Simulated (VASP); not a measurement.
# SrO (I4/mmm) in VASP: a series of runs, part 2 of 2

VASP 6.6.1.

## Step 4: Single point, PBEsol, non-collinear spin, zero start, spin-orbit coupling (film at in-plane strain -0.005)

INCAR

```
SYSTEM = SrO
PREC = Accurate
ENCUT = 520
EDIFF = 1E-7
ISMEAR = 0
SIGMA = 0.01
LREAL = .FALSE.
LASPH = .TRUE.
NELM = 150
ALGO = Normal
ISIF = 2
LWAVE = .FALSE.
LCHARG = .FALSE.
MAGMOM = 0 0 0 0 0 0
LORBIT = 11
LSORBIT = .TRUE.
GGA_COMPAT = .FALSE.
LORBMOM = .TRUE.
GGA = PS
NBANDS = 28
```

KPOINTS

```
regular mesh
0
G
  8 8 8
  0 0 0
```

POSCAR

```
SrO
1.0
    2.5486366637      2.5486366637      0.0000000000
   -2.5486366637      2.5486366637      0.0000000000
    0.0000000000      2.5486366637      2.5676630854
Sr O
1 1
Direct
    0.5000000000      0.5000000000      0.0000000000
    0.0000000000      0.0000000000      0.0000000000
```

Potentials or basis: VASP PAW PBE potentials, release 64 (Sr_sv, O).

On the command line:

```console
cat potpaw_PBE.64/Sr_sv/POTCAR potpaw_PBE.64/O/POTCAR > POTCAR
mpirun -np 1 vasp_ncl > vasp.out
```

OUTCAR:

```text
SYSTEM = SrO
   PREC = Accurate
   ENCUT = 520
   EDIFF = 1E-7
   ISMEAR = 0
   LREAL = .FALSE.
   LASPH = .TRUE.
   NELM = 150
   ISIF = 2
   LORBIT = 11
   LSORBIT = .TRUE.
   GGA = PS

 ion  position               nearest neighbor table
   1  0.500  0.500  0.000-   2 2.55   2 2.55   2 2.55   2 2.55   2 2.57   2 2.57
   2  0.000  0.000  0.000-   1 2.55   1 2.55   1 2.55   1 2.55   1 2.57   1 2.57

  LATTYP: Found a body centered tetragonal cell.
 ALAT       =     3.6043165354
 C/A-ratio  =     1.4247711377

  Lattice vectors:

 A1 = (   2.5486366637,   0.0000000000,  -2.5676630854)
 A2 = (  -2.5486366637,   0.0000000000,  -2.5676630854)
 A3 = (   0.0000000000,   2.5486366637,   2.5676630854)

Analysis of symmetry for initial positions (statically):
=====================================================================
 Subroutine PRICEL returns:
 Original cell was already a primitive cell.

 Routine SETGRP: Setting up the symmetry group for a
 body centered tetragonal supercell.

 Subroutine GETGRP returns: Found 16 space group operations
 (whereof 16 operations were pure point group operations)
 out of a pool of 16 trial point group operations.

The static configuration has the point symmetry D_4h.

Analysis of symmetry for dynamics (positions and initial velocities):
=====================================================================
 Subroutine PRICEL returns:
 Original cell was already a primitive cell.

 Routine SETGRP: Setting up the symmetry group for a
 body centered tetragonal supercell.

 Subroutine GETGRP returns: Found 16 space group operations
 (whereof 16 operations were pure point group operations)
 out of a pool of 16 trial point group operations.

The dynamic configuration has the point symmetry D_4h.

Analysis of structural, dynamic, and magnetic symmetry:
=====================================================================
 Subroutine PRICEL returns:
[... 955 lines left out ...]

 orbital moment (y)

 # of ion     p       d       tot
 ----------------------------------------
  1         0.000  -0.000   0.000
  2         0.000   0.000   0.000
 ----------------------------------------
            0.000  -0.000   0.000

 orbital moment (z)

 # of ion     p       d       tot
 ----------------------------------------
  1         0.000   0.000   0.000
  2         0.000   0.000   0.000
 ----------------------------------------
            0.000   0.000   0.000

 Spin-Orbit-Coupling matrix elements

 Ion:    1  E_soc:     -0.1769281
 l=   1
     0.0000000    -0.0294577    -0.0294671
    -0.0294577     0.0000000    -0.0294577
    -0.0294671    -0.0294577     0.0000000
 l=   2
     0.0000000    -0.0000017     0.0000000    -0.0000017    -0.0000258
    -0.0000017     0.0000000    -0.0000189    -0.0000017    -0.0000064
     0.0000000    -0.0000189     0.0000000    -0.0000189     0.0000000
    -0.0000017    -0.0000017    -0.0000189     0.0000000    -0.0000064
    -0.0000258    -0.0000064     0.0000000    -0.0000064     0.0000000
 l=   3
     0.0000000     0.0000000     0.0000000     0.0000000     0.0000000     0.0000000     0.0000000
     0.0000000     0.0000000     0.0000000     0.0000000     0.0000000     0.0000000     0.0000000
     0.0000000     0.0000000     0.0000000     0.0000000     0.0000000     0.0000000     0.0000000
     0.0000000     0.0000000     0.0000000     0.0000000     0.0000000     0.0000000     0.0000000
     0.0000000     0.0000000     0.0000000     0.0000000     0.0000000     0.0000000     0.0000000
     0.0000000     0.0000000     0.0000000     0.0000000     0.0000000     0.0000000     0.0000000
     0.0000000     0.0000000     0.0000000     0.0000000     0.0000000     0.0000000     0.0000000

 Ion:    2  E_soc:     -0.0003235
 l=   1
     0.0000000    -0.0000537    -0.0000543
    -0.0000537     0.0000000    -0.0000537
    -0.0000543    -0.0000537     0.0000000
 l=   2
     0.0000000     0.0000000     0.0000000     0.0000000     0.0000000
     0.0000000     0.0000000     0.0000000     0.0000000     0.0000000
     0.0000000     0.0000000     0.0000000     0.0000000     0.0000000
     0.0000000     0.0000000     0.0000000     0.0000000     0.0000000
     0.0000000     0.0000000     0.0000000     0.0000000     0.0000000
 l=   3
     0.0000000     0.0000000     0.0000000     0.0000000     0.0000000     0.0000000     0.0000000
     0.0000000     0.0000000     0.0000000     0.0000000     0.0000000     0.0000000     0.0000000
     0.0000000     0.0000000     0.0000000     0.0000000     0.0000000     0.0000000     0.0000000
     0.0000000     0.0000000     0.0000000     0.0000000     0.0000000     0.0000000     0.0000000
     0.0000000     0.0000000     0.0000000     0.0000000     0.0000000     0.0000000     0.0000000
     0.0000000     0.0000000     0.0000000     0.0000000     0.0000000     0.0000000     0.0000000
     0.0000000     0.0000000     0.0000000     0.0000000     0.0000000     0.0000000     0.0000000

 total charge

# of ion       s       p       d       tot
------------------------------------------
    1        2.017   5.807   0.270   8.094
    2        1.549   3.409   0.000   4.957
--------------------------------------------------
tot          3.566   9.216   0.270  13.051

 magnetization (x)

# of ion       s       p       d       tot
------------------------------------------
    1        0.000   0.000   0.000   0.000
    2        0.000  -0.000   0.000  -0.000
--------------------------------------------------
tot          0.000  -0.000   0.000  -0.000

 magnetization (y)

# of ion       s       p       d       tot
------------------------------------------
    1        0.000   0.000  -0.000  -0.000
    2       -0.000   0.000   0.000  -0.000
--------------------------------------------------
tot         -0.000   0.000  -0.000  -0.000

 magnetization (z)

# of ion       s       p       d       tot
------------------------------------------
    1        0.000   0.000   0.000   0.000
    2       -0.000   0.000   0.000  -0.000
--------------------------------------------------
tot          0.000   0.000   0.000   0.000
```

It took 2.2 min on 1 thread of Intel Xeon Platinum 8259CL at 2.50GHz (Skylake/Cascade Lake), shared host; peak memory 0.29 GiB.

Results:

- Free energy: -12.7249 eV
- Pressure: 1.4 GPa
- Net moment: 0.00 μB per cell
- Valence electrons inside the program's atomic spheres: Sr 8.09; O 4.96

Moments on the atoms (μB; x, y, z):
```
Sr  0.00 0.00 0.00
O   0.00 0.00 0.00
```

Caveat: the cell differs from its parent crystal (film at in-plane strain -0.005); the PAW data sets were made with another functional, which shifts forces and pressure a little.

## Step 5: Single point, PBEsol, non-collinear spin, zero start, spin-orbit coupling (film at in-plane strain +0.005)

INCAR

```
SYSTEM = SrO
ALGO     = Normal         ! electronic algorithm
EDIFF    = 1E-6           ! SCF threshold, eV
ENCUT    = 520            ! plane-wave cutoff, eV
GGA      = PS             ! functional
GGA_COMPAT= .False.      
ISIF     = 2              ! what is computed and relaxed
ISMEAR   = 0              ! smearing method
LASPH    = .True.         ! aspherical terms in the spheres
LCHARG   = .True.         ! write CHGCAR
LNONCOLLINEAR= .True.         ! non-collinear magnetism
LORBIT   = 11             ! projections on sites
LORBMOM  = .True.       
LREAL    = .False.        ! projectors in reciprocal space
LSORBIT  = .True.         ! spin-orbit coupling
LVHAR    = .True.       
LWAVE    = .False.        ! write WAVECAR
MAGMOM   = 0 0 0 0 0 0    ! initial moments
NBANDS   = 28             ! bands
NELM     = 150            ! most SCF steps
PREC     = Accurate       ! precision mode
SIGMA    = 0.01           ! smearing width, eV
```

KPOINTS

```
k-points
0
Gamma
  8 8 8
  0 0 0
```

POSCAR

```
SrO
1.0
    2.5742511026      2.5742511026      0.0000000000
   -2.5742511026      2.5742511026      0.0000000000
    0.0000000000      2.5742511026      2.5537595515
Sr O
1 1
Direct
    0.5000000000      0.5000000000      0.0000000000
    0.0000000000      0.0000000000      0.0000000000
```

Potentials or basis: VASP PAW PBE potentials, release 64 (Sr_sv, O).

On the command line:

```console
cat potpaw_PBE.64/Sr_sv/POTCAR potpaw_PBE.64/O/POTCAR > POTCAR
mpirun -np 1 vasp_ncl > vasp.out
```

OUTCAR:

```text
SYSTEM = SrO
   EDIFF = 1E-6
   ENCUT = 520
   GGA = PS
   ISIF = 2
   ISMEAR = 0
   LASPH = .True.
   LNONCOLLINEAR = .True.
   LORBIT = 11
   LREAL = .False.
   LSORBIT = .True.
   NELM = 150
   PREC = Accurate

 ion  position               nearest neighbor table
   1  0.500  0.500  0.000-   2 2.55   2 2.55   2 2.57   2 2.57   2 2.57   2 2.57
   2  0.000  0.000  0.000-   1 2.55   1 2.55   1 2.57   1 2.57   1 2.57   1 2.57

  LATTYP: Found a body centered tetragonal cell.
 ALAT       =     3.6405408223
 C/A-ratio  =     1.4029561410

  Lattice vectors:

 A1 = (   2.5742511026,   0.0000000000,  -2.5537595515)
 A2 = (  -2.5742511026,   0.0000000000,  -2.5537595515)
[... 1038 lines left out ...]
 l=   3
     0.0000000     0.0000000     0.0000000     0.0000000     0.0000000     0.0000000     0.0000000
     0.0000000     0.0000000     0.0000000     0.0000000     0.0000000     0.0000000     0.0000000
     0.0000000     0.0000000     0.0000000     0.0000000     0.0000000     0.0000000     0.0000000
     0.0000000     0.0000000     0.0000000     0.0000000     0.0000000     0.0000000     0.0000000
     0.0000000     0.0000000     0.0000000     0.0000000     0.0000000     0.0000000     0.0000000
     0.0000000     0.0000000     0.0000000     0.0000000     0.0000000     0.0000000     0.0000000
     0.0000000     0.0000000     0.0000000     0.0000000     0.0000000     0.0000000     0.0000000

 total charge

# of ion       s       p       d       tot
------------------------------------------
    1        2.016   5.804   0.263   8.083
    2        1.548   3.403   0.000   4.951
--------------------------------------------------
tot          3.564   9.206   0.263  13.033

 magnetization (x)

# of ion       s       p       d       tot
------------------------------------------
    1        0.000   0.000   0.000   0.000
    2        0.000   0.000   0.000   0.000
--------------------------------------------------
tot          0.000   0.000   0.000   0.000

 magnetization (y)

# of ion       s       p       d       tot
------------------------------------------
    1        0.000   0.000  -0.000  -0.000
    2       -0.000   0.000   0.000  -0.000
--------------------------------------------------
tot         -0.000   0.000  -0.000  -0.000

 magnetization (z)

# of ion       s       p       d       tot
------------------------------------------
    1       -0.000  -0.000   0.000  -0.000
    2       -0.000  -0.000   0.000  -0.000
--------------------------------------------------
tot         -0.000  -0.000   0.000  -0.000
```

Wall time 2.1 min (1 thread of Intel Xeon Platinum 8259CL at 2.50GHz (Skylake/Cascade Lake), shared host); peak memory 0.29 GiB.

Results:

| Item | Value |
| --- | --- |
| Free energy | -12.7271 eV |
| Pressure | -0.1 GPa |
| Net moment | 0.00 μB per cell |
| Valence electrons inside the program's atomic spheres | Sr 8.08; O 4.95 |

Moments on the atoms (μB; x, y, z):
```
Sr  0.00 0.00 0.00
O   0.00 0.00 0.00
```

Caveat: the cell differs from its parent crystal (film at in-plane strain +0.005); the PAW data sets were made with another functional, which shifts forces and pressure a little.

## Step 6: Overview

| cell | pressure (GPa) | moment (μB) |
| --- | --- | --- |
| a = 3.550, b = 3.550, c = 3.607 Å, angles 60.5, 60.5, 90.0°, 2 atoms | 3.9 | 0.00 |
| a = 3.586, b = 3.586, c = 3.614 Å, angles 60.3, 60.3, 90.0°, 2 atoms | 2.1 | 0.00 |
| a = 3.604, b = 3.604, c = 3.618 Å, angles 60.1, 60.1, 90.0°, 2 atoms | 1.4 | 0.00 |
| a = 3.641, b = 3.641, c = 3.626 Å, angles 59.9, 59.9, 90.0°, 2 atoms | -0.1 | 0.00 |

Alike in all rows: task single point; level PBEsol; potentials or basis VASP PAW PBE potentials, release 64 (Sr_sv, O); spin non-collinear, zero start, SOC; k mesh 8 × 8 × 8; cutoff (eV) 520; smearing gaussian 0.01 eV.

Caveats: the PAW data sets were made with another functional, which shifts forces and pressure a little; the cell stands under pressure (at least some runs).

Total energies depend on the potentials used, so only differences within one code and one set of settings carry meaning.
